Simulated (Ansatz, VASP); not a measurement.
# Ir: VASP beside Ansatz

```
Ir
1.0
     0.00000    1.88051    1.88051
     1.88051    0.00000    1.88051
     1.88051    1.88051    0.00000
Ir
1
Direct
  0.00000 0.00000 0.00000
```

Change from the starting cell: volume scaled by 0.94, crystal datasets.

Alike in both runs: task electric field gradients; functional PBEsol; k mesh 15 × 15 × 15; occupations fermi-dirac, width 0.05 eV; no spin polarisation.

|  | VASP | Ansatz |
| --- | --- | --- |
| version | VASP 6.6.1 | Ansatz 0.2.0 |
| potentials or method | VASP PAW PBE potentials, release 64 (Ir), cutoff 400 eV | all-electron PAW with datasets made for the crystal, scalar-relativistic |

Ansatz gave:

| Property | Result |
| --- | --- |
| pressure (GPa) | 24.1 |

Estimate VASP's values.

pressure (GPa): 25.8.

VASP's potentials were made for PBE, not for PBEsol. Ansatz ran all-electron here, and VASP with PAW potentials.

Spin-orbit coupling is off throughout.
